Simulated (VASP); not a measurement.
A run of VASP 6.6.1:

File INCAR:

```
  ALGO = Normal
  EDIFF = 1E-8
  ENCUT = 600
  GGA = PE
  IBRION = 6
  ISIF = 3
  ISMEAR = 0
  LASPH = True
  LCHARG = True
  LREAL = False
  LWAVE = False
  NELM = 60
  NFREE = 2
  NSW = 1
  POTIM = 0.015
  PREC = Accurate
  SIGMA = 0.01
```

File KPOINTS:

```
k-points
0
Gamma
  8 8 8
```

Contents of POSCAR:

```
ZnSe
1.0
    0.0000000000      2.7737113644      2.7737113644
    2.7737113644      0.0000000000      2.7737113644
    2.7737113644      2.7737113644      0.0000000000
Zn Se
1 1
Direct
    0.0000000000      0.0000000000      0.0000000000
    0.7500000000      0.7500000000      0.7500000000
```

Potentials or basis: VASP PAW PBE potentials, release 64 (Zn, Se).

Launch:

```bash
$ cat potpaw_PBE.64/Zn/POTCAR potpaw_PBE.64/Se/POTCAR > POTCAR
$ mpirun -np 1 vasp_std > vasp.out
```

Hardware: 1 thread of Intel(R) Xeon(R) 6975P-C (Granite Rapids), on a shared host.

Question: How long does it take, and how much memory?

Answer: Wall time 4.9 min on 1 thread of Intel(R) Xeon(R) 6975P-C (Granite Rapids) (shared host), peak memory 0.33 GiB. Counts: scf iterations 189, k points 29.
